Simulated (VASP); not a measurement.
# WSe2 in VASP: a series of runs, part 2 of 2

VASP 6.6.1. Earlier steps stand in the parts before.

### 3 Single point, LDA

This run uses another cell than the first one, of 54.86 Å³/atom, 1.174 times its volume.

INCAR reads:

```
SYSTEM = WSe2
PREC = Accurate ; ENCUT = 520
EDIFF = 1E-6 ; ISMEAR = 0
SIGMA = 0.05 ; LREAL = .False.
LASPH = .True. ; NELM = 60
ALGO = Normal ; ISIF = 2
LWAVE = .False. ; LCHARG = .True.
LELF = .True. ; LVHAR = .True.
NBANDS = 20
```

KPOINTS reads:

```
regular mesh
0
Gamma
  9 9 2
  0 0 0
```

POSCAR reads:

```
WSe2
1.0
    3.3772833224      0.0000000000      0.0000000000
   -1.6886416612      2.9248131530      0.0000000000
    0.0000000000      0.0000000000     16.6603124568
W Se
1 2
Direct
    0.0000000000      0.0000000000     -0.0010313462
    0.3333333333      0.6666666667      0.1011284861
    0.3333333333      0.6666666667      0.9012724293
```

Potentials or basis: VASP PAW LDA potentials, release 64 (W_sv, Se).

Started as:

```console
$ cat potpaw_LDA.64/W_sv/POTCAR potpaw_LDA.64/Se/POTCAR > POTCAR
$ mpirun -np 1 vasp_std > vasp.out
```

OUTCAR:

```text
SYSTEM = WSe2
   PREC = Accurate
   ENCUT = 520
   EDIFF = 1E-6
   ISMEAR = 0
   LREAL = .False.
   LASPH = .True.
   NELM = 60
   ISIF = 2

 ion  position               nearest neighbor table
   1  0.000  0.000  0.999-   3 2.54   3 2.54   3 2.54   2 2.59   2 2.59   2 2.59
   2  0.333  0.667  0.101-   1 2.59   1 2.59   1 2.59
   3  0.333  0.667  0.901-   1 2.54   1 2.54   1 2.54

  LATTYP: Found a hexagonal cell.
 ALAT       =     3.3772833224
 C/A-ratio  =     4.9330514696

  Lattice vectors:

 A1 = (   3.3772833224,   0.0000000000,   0.0000000000)
 A2 = (  -1.6886416612,   2.9248131530,   0.0000000000)
 A3 = (   0.0000000000,   0.0000000000,  16.6603124568)

Analysis of symmetry for initial positions (statically):
=====================================================================
 Subroutine PRICEL returns:
 Original cell was already a primitive cell.

 Routine SETGRP: Setting up the symmetry group for a
 hexagonal supercell.

 Subroutine GETGRP returns: Found  6 space group operations
 (whereof  6 operations were pure point group operations)
 out of a pool of 24 trial point group operations.

The static configuration has the point symmetry C_3v.

[... 159 lines left out ...]

  energy without entropy =      -23.95293772  energy(sigma->0) =      -23.95293772

 E-fermi :  -0.8864     XC(G=0):  -4.7960

 val. band max:       -1.2607142071   @ k =   0.3333   0.3333   0.5000
 cond. band min:       0.0971028487   @ k =   0.3333   0.3333   0.5000
 fundamental gap:      1.3578170558
 Fermi energy:        -0.8863716629

 k-point     1 :       0.0000    0.0000    0.0000
  band No.  band energies     occupation
      1     -74.9153      2.00000
      2     -39.3600      2.00000
      3     -39.2910      2.00000
      4     -39.2910      2.00000
      5     -15.7217      2.00000
      6     -14.4910      2.00000
[... 541 lines left out ...]
     19       5.0067      0.00000
     20       7.3248      0.00000

------------------------ aborting loop because EDIFF is reached ----------------------------------------

  FORCE on cell =-STRESS in cart. coord.  units (eV):
  Direction    XX          YY          ZZ          XY          YZ          ZX
  --------------------------------------------------------------------------------------
  -------------------------------------------------------------------------------------
  Total       -4.0044417     -4.0044417     -2.3822347      0.0000000      0.0000000      0.0000000
  in kB      -38.9855617    -38.9855617    -23.1924355      0.0000000      0.0000000      0.0000000
  external PRESSURE =     -33.7211863 kB  Pullay stress =       0.0000000 kB

 VOLUME and BASIS-vectors are now :
 -----------------------------------------------------------------------------
  energy-cutoff  :      520.00
  volume of cell :      164.57
      direct lattice vectors                 reciprocal lattice vectors
     3.377283322  0.000000000  0.000000000     0.296095976  0.170951091  0.000000000
    -1.688641661  2.924813153  0.000000000     0.000000000  0.341902182  0.000000000
     0.000000000  0.000000000 16.660312457     0.000000000  0.000000000  0.060022884

 POSITION                                       TOTAL-FORCE (eV/Angst)
 -----------------------------------------------------------------------------------
      0.00000      0.00000     16.64313         0.000000     -0.000000      0.947886
     -0.00000      1.94988      1.68483         0.000000     -0.000000     -1.175708
     -0.00000      1.94988     15.01548        -0.000000      0.000000      0.227822
 -----------------------------------------------------------------------------------
    total drift:                                0.000000     -0.000000     -0.000195

  FREE ENERGIE OF THE ION-ELECTRON SYSTEM (eV)
  ---------------------------------------------------
  free  energy   TOTEN  =       -23.9529377245 eV

  energy  without entropy=      -23.9529377245  energy(sigma->0) =      -23.95293772
```

OSZICAR:

```text
N       E                     dE             d eps       ncg     rms          rms(c)
DAV:   1     0.164727121942E+03    0.16473E+03   -0.11753E+04  1152   0.109E+03
DAV:   2    -0.117781040157E+02   -0.17651E+03   -0.17022E+03  1228   0.257E+02
DAV:   3    -0.248832107122E+02   -0.13105E+02   -0.13017E+02  1320   0.636E+01
[... 13 lines left out ...]
DAV:  17    -0.239529079250E+02   -0.35539E-04   -0.17694E-06   992   0.478E-03    0.481E-03
DAV:  18    -0.239529303740E+02   -0.22449E-04   -0.91282E-07   876   0.293E-03    0.835E-04
DAV:  19    -0.239529362871E+02   -0.59131E-05   -0.24683E-07   856   0.162E-03    0.736E-04
DAV:  20    -0.239529372955E+02   -0.10084E-05   -0.20627E-08   732   0.473E-04    0.386E-04
DAV:  21    -0.239529377245E+02   -0.42894E-06   -0.15731E-08   720   0.336E-04
   1 F= -.23952938E+02 E0= -.23952938E+02  d E =-.315424E-27
```

It took 96 s on 1 thread of Intel Xeon Platinum 8375C at 2.90GHz (Ice Lake), shared host; peak memory 0.27 GiB.

What came out:

- Free energy: -23.9529 eV
- Largest force: 1.176 eV/Å
- Band gap on the k mesh: 1.36 eV, direct

Forces in eV/Å, atoms in the order of the input:
```
W    0.000  0.000  0.948
Se   0.000  0.000 -1.176
Se   0.000  0.000  0.228
```

Levels at points of the mesh, in eV from the valence-band top:
| k point | band 9 | band 10 | band 11 | band 12 | band 13 | band 14 | band 15 | band 16 | band 17 | band 18 |
| --- | --- | --- | --- | --- | --- | --- | --- | --- | --- | --- |
| (0.00, 0.00, 0.00) | -2.39 | -1.91 | -1.29 | -1.29 | -0.11 | 2.73 | 2.73 | 3.03 | 3.03 | 4.14 |
| (0.00, 0.00, 0.50) | -2.39 | -1.91 | -1.29 | -1.29 | -0.11 | 2.73 | 2.73 | 3.03 | 3.03 | 4.16 |

Caveat: spin-orbit coupling is left out, which moves the levels of the heavy elements.

### 4 Single point, LDA

This run uses another cell than the first one, of 50.72 Å³/atom, 1.085 times its volume.

INCAR reads:

```
SYSTEM = WSe2
ALGO = Normal
EDIFF = 1E-6
ENCUT = 500
GGA_COMPAT = .False.
ISIF = 2
ISMEAR = 0
LASPH = .True.
LCHARG = .True.
LELF = .True.
LREAL = .False.
LVHAR = .True.
LWAVE = .False.
NBANDS = 20
NELM = 120
PREC = Accurate
SIGMA = 0.05
```

KPOINTS reads:

```
k-points
0
Gamma
  9 9 2
  0 0 0
```

POSCAR reads:

```
WSe2
1.0
    3.2473878100      0.0000000000      0.0000000000
   -1.6236939050      2.8123203394      0.0000000000
    0.0000000000      0.0000000000     16.6603124568
W Se
1 2
Direct
    0.0000000000      0.0000000000      0.0000000000
    0.3333333333      0.6666666667      0.0999280284
    0.3333333333      0.6666666667      0.9000719716
```

Potentials or basis: VASP PAW LDA potentials, release 64 (W_sv, Se).

Started as:

```console
$ cat potpaw_LDA.64/W_sv/POTCAR potpaw_LDA.64/Se/POTCAR > POTCAR
$ mpirun -np 1 vasp_std > vasp.out
```

OUTCAR:

```text
SYSTEM = WSe2
   EDIFF = 1E-6
   ENCUT = 500
   ISIF = 2
   ISMEAR = 0
   LASPH = .True.
   LREAL = .False.
   NELM = 120
   PREC = Accurate

 ion  position               nearest neighbor table
   1  0.000  0.000  0.000-   2 2.51   3 2.51   2 2.51   3 2.51   2 2.51   3 2.51
   2  0.333  0.667  0.100-   1 2.51   1 2.51   1 2.51
   3  0.333  0.667  0.900-   1 2.51   1 2.51   1 2.51

  LATTYP: Found a hexagonal cell.
 ALAT       =     3.2473878100
 C/A-ratio  =     5.1303735284

  Lattice vectors:
[... 741 lines left out ...]

  FORCE on cell =-STRESS in cart. coord.  units (eV):
  Direction    XX          YY          ZZ          XY          YZ          ZX
  --------------------------------------------------------------------------------------
  -------------------------------------------------------------------------------------
  Total        0.2544240      0.2544240      0.3350272      0.0000000      0.0000000      0.0000000
  in kB        2.6790855      2.6790855      3.5278378      0.0000000      0.0000000      0.0000000
  external PRESSURE =       2.9620029 kB  Pullay stress =       0.0000000 kB

 VOLUME and BASIS-vectors are now :
 -----------------------------------------------------------------------------
  energy-cutoff  :      500.00
  volume of cell :      152.15
      direct lattice vectors                 reciprocal lattice vectors
     3.247387810  0.000000000  0.000000000     0.307939815  0.177789135  0.000000000
    -1.623693905  2.812320339  0.000000000     0.000000000  0.355578270  0.000000000
     0.000000000  0.000000000 16.660312457     0.000000000  0.000000000  0.060022884

 POSITION                                       TOTAL-FORCE (eV/Angst)
 -----------------------------------------------------------------------------------
      0.00000      0.00000      0.00000         0.000000     -0.000000      0.000000
     -0.00000      1.87488      1.66483         0.000000      0.000000      0.104769
     -0.00000      1.87488     14.99548        -0.000000      0.000000     -0.104769
 -----------------------------------------------------------------------------------
    total drift:                               -0.000000      0.000000     -0.000000

  FREE ENERGIE OF THE ION-ELECTRON SYSTEM (eV)
  ---------------------------------------------------
  free  energy   TOTEN  =       -24.1236916987 eV

  energy  without entropy=      -24.1236916987  energy(sigma->0) =      -24.12369170
```

Wall time 84 s (1 thread of Intel Xeon Platinum 8488C (Sapphire Rapids), shared host); peak memory 0.24 GiB.

Results:

- Free energy: -24.1237 eV
- Largest force: 0.105 eV/Å
- Band gap on the k mesh: 1.75 eV, direct

Forces on the atoms (eV/Å):
```
W    0.000  0.000  0.000
Se   0.000  0.000  0.105
Se   0.000  0.000 -0.105
```

Caveat: spin-orbit coupling is left out, which moves the levels of the heavy elements.

### 5 The runs side by side

| cell | cutoff (eV) | gap on the mesh (eV) | largest force (eV/Å) |
| --- | --- | --- | --- |
| a = 3.117, b = 3.117, c = 16.660 Å, angles 90.0, 90.0, 120.0°, 3 atoms | 520 | 1.72 | 2.78 |
| a = 3.377, b = 3.377, c = 16.660 Å, angles 90.0, 90.0, 120.0°, 3 atoms | 520 | 1.36 | 1.18 |
| a = 3.247, b = 3.247, c = 16.660 Å, angles 90.0, 90.0, 120.0°, 3 atoms | 500 | 1.75 | 0.10 |

Alike in all rows: task single point; level LDA; potentials or basis VASP PAW LDA potentials, release 64 (W_sv, Se); no spin polarisation; k mesh 9 × 9 × 2; smearing gaussian 0.05 eV.

Caveats: spin-orbit coupling is left out, which moves the levels of the heavy elements.

Absolute energies hang on the potentials; compare differences alone.
